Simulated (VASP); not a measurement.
# Be8Se7S (P1) in VASP: single point with PBEsol

Aim: the single point of Be8Se7S with PBEsol.

Everything below comes from runs of VASP 6.6.1. Logs are shortened: lines on timing, memory, paths and dates and some standing lists are left out, and cuts for length are marked.

### Step 1. The cell of the first run

The typed cell holds 64 atoms: a = 10.185 Å, b = 10.185 Å, c = 10.185 Å, α = 90.00°, β = 90.00°, γ = 90.00°.

### Step 2. Single point, PBEsol

The input, INCAR:

```
PREC = Accurate
ENCUT = 520
EDIFF = 1E-6
ISMEAR = -1
SIGMA = 0.05
LREAL = Auto
LASPH = T
NELM = 100
ALGO = Normal
ISIF = 2
LWAVE = F
LCHARG = F
GGA = PS
ISYM = 0
NBANDS = 166
```

The input, KPOINTS:

```
Automatic mesh
0
Gamma
  1 1 1
  0.25 0.25 0.25
```

The input, POSCAR:

```
Be8Se7S
1.0
   10.1850462120      0.0000000000      0.0000000000
    0.0000000000     10.1850462120      0.0000000000
    0.0000000000      0.0000000000     10.1850462120
Be Se S
32 28 4
Direct
    0.9985310000      0.9993800000      0.0003470000
    0.0007220000      0.9992950000      0.4989090000
    0.0006460000      0.5007610000      0.0004290000
    0.9985350000      0.5008010000      0.4988430000
    0.4944600000      0.9940880000      0.0056000000
    0.5045560000      0.9941220000      0.4936080000
    0.5046920000      0.5061530000      0.0056870000
    0.4945620000      0.5059450000      0.4937200000
    0.2502470000      0.2511310000      0.0004180000
    0.2503600000      0.2489840000      0.4988940000
    0.2556130000      0.7551580000      0.0057390000
    0.2555290000      0.7449890000      0.4936290000
    0.7488170000      0.2490250000      0.0003630000
    0.7488150000      0.2511010000      0.4988910000
    0.7436080000      0.7449840000      0.0055380000
    0.7436450000      0.7550320000      0.4937460000
    0.2554800000      0.9940810000      0.2445590000
    0.2503230000      0.9993740000      0.7486420000
    0.2556300000      0.5061240000      0.2548120000
    0.2503010000      0.5007260000      0.7506750000
    0.7436020000      0.9940900000      0.2546210000
    0.7488650000      0.9993140000      0.7507570000
    0.7435590000      0.5059600000      0.2445950000
    0.7488810000      0.5007740000      0.7485880000
    0.9995270000      0.2500150000      0.2497010000
    0.9996030000      0.2500930000      0.7495990000
    0.9996230000      0.7500420000      0.2496140000
    0.9996250000      0.7500550000      0.7496700000
    0.4995610000      0.2500760000      0.2495590000
    0.4995690000      0.2500750000      0.7496550000
    0.4996170000      0.7500840000      0.2496750000
    0.4995980000      0.7499940000      0.7496520000
    0.1266610000      0.1236850000      0.1253060000
    0.1253190000      0.1250170000      0.6246690000
    0.1280490000      0.6268940000      0.1265390000
    0.1265980000      0.6256430000      0.6233760000
    0.6234190000      0.1223460000      0.1265620000
    0.6246460000      0.1237770000      0.6234380000
    0.6234270000      0.6269010000      0.6219680000
    0.3765770000      0.3783850000      0.1265550000
    0.3753180000      0.3769470000      0.6233270000
    0.3766180000      0.8737120000      0.6220340000
    0.8734310000      0.3769080000      0.1252150000
    0.8746580000      0.3756650000      0.6246240000
    0.8720670000      0.8737020000      0.1265610000
    0.8734860000      0.8749460000      0.6234550000
    0.3766260000      0.1223430000      0.3734110000
    0.3753520000      0.1238030000      0.8765470000
    0.3765980000      0.6269120000      0.8780080000
    0.8734800000      0.1237450000      0.3745810000
    0.8746650000      0.1250190000      0.8753420000
    0.8720550000      0.6268740000      0.3733490000
    0.8734080000      0.6256900000      0.8765200000
    0.1266080000      0.3769020000      0.3745630000
    0.1252760000      0.3756450000      0.8752370000
    0.1281340000      0.8736360000      0.3733610000
    0.1266530000      0.8749490000      0.8765900000
    0.6233930000      0.3784070000      0.3732540000
    0.6245910000      0.3769900000      0.8765670000
    0.6233370000      0.8737110000      0.8780840000
    0.6221500000      0.6283440000      0.1279000000
    0.3779740000      0.8724810000      0.1279680000
    0.3779490000      0.6282540000      0.3721430000
    0.6222540000      0.8725510000      0.3722470000
```

Potentials or basis: VASP PAW PBE potentials, release 64 (Be, Se, S).

Command:

```sh
$ cat potpaw_PBE.64/Be/POTCAR potpaw_PBE.64/Se/POTCAR potpaw_PBE.64/S/POTCAR > POTCAR
$ mpirun -np 1 vasp_std > vasp.out
```

OUTCAR:

```text
PREC = Accurate
   ENCUT = 520
   EDIFF = 1E-6
   ISMEAR = -1
   LREAL = Auto
   LASPH = T
   NELM = 100
   ISIF = 2
   GGA = PS
   ISYM = 0

 ion  position               nearest neighbor table
   1  0.999  0.999  0.000-  51 2.20  57 2.21  33 2.22  45 2.22
   2  0.001  0.999  0.499-  50 2.21  34 2.21  46 2.21  56 2.23
   3  0.001  0.501  0.000-  55 2.20  43 2.21  53 2.21  35 2.23
   4  0.999  0.501  0.499-  44 2.20  54 2.21  36 2.22  52 2.22
   5  0.494  0.994  0.006-  62 2.12  60 2.22  48 2.22  37 2.22
   6  0.505  0.994  0.494-  64 2.12  47 2.21  42 2.22  38 2.23
[... 56 lines left out ...]
  63  0.378  0.628  0.372-   8 2.12  12 2.12  19 2.13  31 2.15
  64  0.622  0.873  0.372-  16 2.12  21 2.12   6 2.12  31 2.16

IMPORTANT INFORMATION: All symmetrisations will be switched off!
NOSYMM: (Re-)initialisation of all symmetry stuff for point group C_1.

----------------------------------------------------------------------------------------

                                     Primitive cell

  volume of cell :    1056.5475

  direct lattice vectors                    reciprocal lattice vectors
    10.185046212  0.000000000  0.000000000     0.098183158  0.000000000  0.000000000
     0.000000000 10.185046212  0.000000000     0.000000000  0.098183158  0.000000000
     0.000000000  0.000000000 10.185046212     0.000000000  0.000000000  0.098183158

  length of vectors
    10.185046212 10.185046212 10.185046212     0.098183158  0.098183158  0.098183158

  position of ions in fractional coordinates (direct lattice)
     0.998531000  0.999380000  0.000347000
     0.000722000  0.999295000  0.498909000
     0.000646000  0.500761000  0.000429000
     0.998535000  0.500801000  0.498843000
     0.494460000  0.994088000  0.005600000
     0.504556000  0.994122000  0.493608000
[... 56 lines left out ...]
     0.377949000  0.628254000  0.372143000
     0.622254000  0.872551000  0.372247000

  ion indices of the primitive-cell ions
   primitive index   ion index
                 1           1
                 2           2
                 3           3
                 4           4
                 5           5
                 6           6
[... 56 lines left out ...]
                63          63
                64          64

----------------------------------------------------------------------------------------

 KPOINTS: Automatic mesh

Automatic generation of k-mesh.
 Grid dimensions read from file:
 generate k-points for:    1    1    1

 Generating k-lattice:

  Cartesian coordinates                     Fractional coordinates (reciprocal lattice)
     0.098183158  0.000000000  0.000000000     1.000000000  0.000000000  0.000000000
     0.000000000  0.098183158  0.000000000     0.000000000  1.000000000  0.000000000
     0.000000000  0.000000000  0.098183158     0.000000000  0.000000000  1.000000000

  Length of vectors
     0.098183158  0.098183158  0.098183158

  Shift w.r.t. Gamma in fractional coordinates (k-lattice)
     0.250000000  0.250000000  0.250000000

 Subroutine IBZKPT returns following result:
 ===========================================

 Found      4 irreducible k-points:

 Following reciprocal coordinates:
            Coordinates               Weight
  0.250000  0.250000  0.250000      2.000000
 -0.250000  0.250000  0.250000      2.000000
 -0.250000 -0.250000  0.250000      2.000000
  0.250000 -0.250000  0.250000      2.000000
   k-points           NKPTS =      4   k-points in BZ     NKDIM =      4   number of bands    NBANDS=    166
   number of dos      NEDOS =    301   number of ions     NIONS =     64
   total plane-waves  NPLWV = 512000
   dimension x,y,z NGX =    80 NGY =   80 NGZ =   80
   dimension x,y,z NGXF=   160 NGYF=  160 NGZF=  160
   ions per type =              32  28   4
   NGX,Y,Z   is equivalent  to a cutoff of  13.06, 13.06, 13.06 a.u.
   NGXF,Y,Z  is equivalent  to a cutoff of  26.12, 26.12, 26.12 a.u.
 SYSTEM =  unknown system
   PREC   = accura    normal or accurate (medium, high low for compatibility)
   ISTART =      0    job   : 0-new  1-cont  2-samecut
   ICHARG =      2    charge: 1-file 2-atom 10-const
   ISPIN  =      1    spin polarized calculation?
   LNONCOLLINEAR =      F non collinear calculations
   LSORBIT =      F    spin-orbit coupling
   LASPH  =      T    aspherical Exc in radial PAW
   ENCUT  =  520.0 eV  38.22 Ry    6.18 a.u.  18.94 18.94 18.94*2*pi/ulx,y,z
   NELM   =    100;   NELMIN=  2; NELMDL= -5     # of ELM steps
   EDIFF  = 0.1E-05   stopping-criterion for ELM
   LREAL  =      T    real-space projection
   EDIFFG = 0.1E-04   stopping-criterion for IOM
   NSW    =      0    number of steps for IOM
   IBRION =     -1    ionic relax: 0-MD 1-quasi-New 2-CG
   NFREE  =      0    steps in history (QN), initial steepest desc. (CG)
   ISIF   =      2    stress and relaxation
   ISYM   =      0    0-nonsym 1-usesym 2-fastsym
   POTIM  = 0.5000    time-step for ionic-motion
   TEBEG  =    0.0;   TEEND  =   0.0 temperature during run
   PSTRESS=    0.0 pullay stress
   NELECT =     256.0000    total number of electrons
   NUPDOWN=      -1.0000    fix difference up-down
   EMIN   =  10.00;   EMAX   =-10.00  energy-range for DOS
   EFERMI =   0.00;   METHOD = LEGACY
   ISMEAR =    -1;   SIGMA  =   0.05  broadening in eV -4-tet -1-fermi 0-gaus
   EFERMI_NEDOS =   21; number of points for ismear=-14 and -15
   IALGO  =     38    algorithm
   IMIX   =      4    mixing-type and parameters
     AMIX     =   0.40;   BMIX     =  1.00
     AMIX_MAG =   1.60;   BMIX_MAG =  1.00
  volume/ion in A,a.u.               =      16.51       111.41
  Fermi-wavevector in a.u.,A,eV,Ry     =   1.020607  1.928667 14.172350  1.041638
  Thomas-Fermi vector in A             =   2.154186
   LORBIT       =      0    0 simple, 1 ext, 2 COOP (PROOUT), +10 PAW based schemes
   GGA     = PS    functional components
   LHFCALC =     F    Hartree Fock is set to
   AEXX    =    0.0000 exact exchange contribution
   IVDW    =     0    specifies the selected vdW correction
   LEPSILON=     F    determine dielectric tensor
   LRPA    =     F    only Hartree local field effects (RPA)
 non-spin polarized calculation
  energy-cutoff  :      520.00
  volume of cell :     1056.55
 maximum number of plane-waves:     28426
 NGX is ok and might be reduce to    80
   NGX = 37   NGY = 37   NGZ = 37

 number of electron     256.0000009 magnetization

 Free energy of the ion-electron system (eV)
  ---------------------------------------------------
  ext. energy  EPLUGINS =         0.00000000
  ---------------------------------------------------
  free energy    TOTEN  =      -306.50743286 eV

  energy without entropy =     -306.50743286  energy(sigma->0) =     -306.50743286

 E-fermi :   4.5662     XC(G=0):  -9.6623

 val. band max:        3.3111225753   @ k =   0.2500  -0.2500   0.2500
 cond. band min:       6.5587078308   @ k =   0.2500   0.2500   0.2500
 fundamental gap:      3.2475852555
 Fermi energy:         4.5662455513

 k-point     1 :       0.2500    0.2500    0.2500
  band No.  band energies     occupation
      1     -10.2521      2.00000
      2      -9.8761      2.00000
      3      -9.8432      2.00000
      4      -9.8427      2.00000
      5      -9.5405      2.00000
      6      -9.5055      2.00000
[... 132 lines left out ...]
    139       8.0129      0.00000
    140       8.0429      0.00000

 k-point     2 :      -0.2500    0.2500    0.2500
  band No.  band energies     occupation
      1     -10.2521      2.00000
      2      -9.8764      2.00000
      3      -9.8430      2.00000
      4      -9.8425      2.00000
      5      -9.5408      2.00000
      6      -9.5052      2.00000
[... 132 lines left out ...]
    139       8.0111      0.00000
    140       8.0407      0.00000

 k-point     3 :      -0.2500   -0.2500    0.2500
  band No.  band energies     occupation
      1     -10.2521      2.00000
      2      -9.8764      2.00000
      3      -9.8431      2.00000
      4      -9.8424      2.00000
      5      -9.5408      2.00000
      6      -9.5053      2.00000
[... 132 lines left out ...]
    139       8.0114      0.00000
    140       8.0403      0.00000

 k-point     4 :       0.2500   -0.2500    0.2500
  band No.  band energies     occupation
      1     -10.2521      2.00000
      2      -9.8765      2.00000
      3      -9.8429      2.00000
      4      -9.8425      2.00000
      5      -9.5409      2.00000
      6      -9.5052      2.00000
[... 132 lines left out ...]
    139       8.0110      0.00000
    140       8.0400      0.00000
 [bands above 140 left out]

------------------------ aborting loop because EDIFF is reached ----------------------------------------

  FORCE on cell =-STRESS in cart. coord.  units (eV):
  Direction    XX          YY          ZZ          XY          YZ          ZX
  --------------------------------------------------------------------------------------
  -------------------------------------------------------------------------------------
  Total        1.8688262      1.8824237      1.8699535     -0.5143251     -0.6864446     -0.4200439
  in kB        2.8339390      2.8545585      2.8356484     -0.7799366     -1.0409433     -0.6369660
  external PRESSURE =       2.8413820 kB  Pullay stress =       0.0000000 kB

 VOLUME and BASIS-vectors are now :
 -----------------------------------------------------------------------------
  energy-cutoff  :      520.00
  volume of cell :     1056.55
      direct lattice vectors                 reciprocal lattice vectors
    10.185046212  0.000000000  0.000000000     0.098183158  0.000000000  0.000000000
     0.000000000 10.185046212  0.000000000     0.000000000  0.098183158  0.000000000
     0.000000000  0.000000000 10.185046212     0.000000000  0.000000000  0.098183158

 POSITION                                       TOTAL-FORCE (eV/Angst)
 -----------------------------------------------------------------------------------
     10.17008     10.17873      0.00353         0.035454      0.003661      0.039823
      0.00735     10.17787      5.08141         0.033629      0.009686      0.014903
      0.00658      5.10027      0.00437         0.033403      0.036733      0.027508
     10.17013      5.10068      5.08074         0.034463      0.030541      0.018329
      5.03610     10.12483      0.05704         0.036094      0.011477      0.042953
      5.13893     10.12518      5.02742         0.040769      0.005238      0.023403
[... 56 lines left out ...]
      3.84943      6.39880      3.79029        -0.035996     -0.027582     -0.020885
      6.33769      8.88697      3.79135        -0.034360     -0.021933     -0.030939
 -----------------------------------------------------------------------------------
    total drift:                               -0.006470     -0.028759      0.006699

  FREE ENERGIE OF THE ION-ELECTRON SYSTEM (eV)
  ---------------------------------------------------
  free  energy   TOTEN  =      -306.5074328622 eV

  energy  without entropy=     -306.5074328621  energy(sigma->0) =     -306.50743286
```

Wall time 20 min (1 thread of Intel Xeon Platinum 8488C (Sapphire Rapids), shared host); peak memory 1.2 GiB.

Results:

- Free energy: -306.5074 eV
- Pressure: 0.3 GPa
- Largest force: 0.074 eV/Å
- Band gap on the k mesh: 3.25 eV, indirect (the least direct gap lies 3.5 meV higher)

Forces in eV/Å, atoms in the order of the input:
```
Be   0.035  0.004  0.040
Be   0.034  0.010  0.015
Be   0.033  0.037  0.028
Be   0.034  0.031  0.018
Be   0.036  0.011  0.043
Be   0.041  0.005  0.023
Be   0.030  0.032  0.038
Be   0.032  0.043  0.007
Be   0.049  0.023  0.032
Be   0.041  0.023  0.015
Be   0.048  0.020  0.033
Be   0.055  0.020  0.021
Be   0.021  0.022  0.036
Be   0.025  0.026  0.014
Be   0.023  0.025  0.046
Be   0.023  0.027  0.009
Be   0.058  0.008  0.031
Be   0.047  0.006  0.023
Be   0.044  0.030  0.019
Be   0.045  0.038  0.028
Be   0.024  0.006  0.031
Be   0.021  0.010  0.028
Be   0.027  0.044  0.019
Be   0.020  0.035  0.025
Be   0.039  0.025  0.016
Be   0.028  0.019  0.029
Be   0.037  0.021  0.028
Be   0.035  0.020  0.025
Be   0.034  0.024  0.031
Be   0.034  0.025  0.023
Be   0.034  0.024  0.029
Be   0.034  0.026  0.030
Se  -0.067  0.005 -0.030
Se  -0.032 -0.015 -0.030
Se  -0.045 -0.031 -0.031
Se  -0.057 -0.031 -0.004
Se  -0.023 -0.008 -0.042
Se  -0.024 -0.006 -0.008
Se  -0.023 -0.035 -0.012
Se  -0.044 -0.035 -0.036
Se  -0.035 -0.052  0.003
Se  -0.048 -0.008 -0.018
Se  -0.014 -0.047 -0.020
Se  -0.028 -0.029 -0.024
Se  -0.025 -0.007 -0.040
Se  -0.014 -0.010 -0.007
Se  -0.051 -0.005 -0.023
Se  -0.044 -0.004 -0.043
Se  -0.047 -0.032 -0.038
Se  -0.019 -0.006 -0.011
Se  -0.031 -0.012 -0.035
Se  -0.028 -0.028 -0.016
Se  -0.009 -0.036 -0.045
Se  -0.055 -0.044 -0.013
Se  -0.036 -0.026 -0.026
Se  -0.062 -0.003 -0.016
Se  -0.058 -0.010 -0.045
Se  -0.025 -0.046 -0.008
Se  -0.021 -0.049 -0.045
Se  -0.018 -0.009 -0.052
S   -0.026 -0.034 -0.032
S   -0.044 -0.016 -0.035
S   -0.036 -0.028 -0.021
S   -0.034 -0.022 -0.031
```

Levels at points of the mesh, in eV from the valence-band top:
```tsv
k point	band 125	band 126	band 127	band 128	band 129	band 130	band 131	band 132
(0.25, 0.25, 0.25)	-0.50	-0.43	-0.03	-0.03	3.25	3.25	3.25	3.92
```

Caveat: the k points lie up to 0.62 Å⁻¹ apart; the PAW data sets were made with another functional, which shifts forces and pressure a little. A k mesh can miss the band edges.
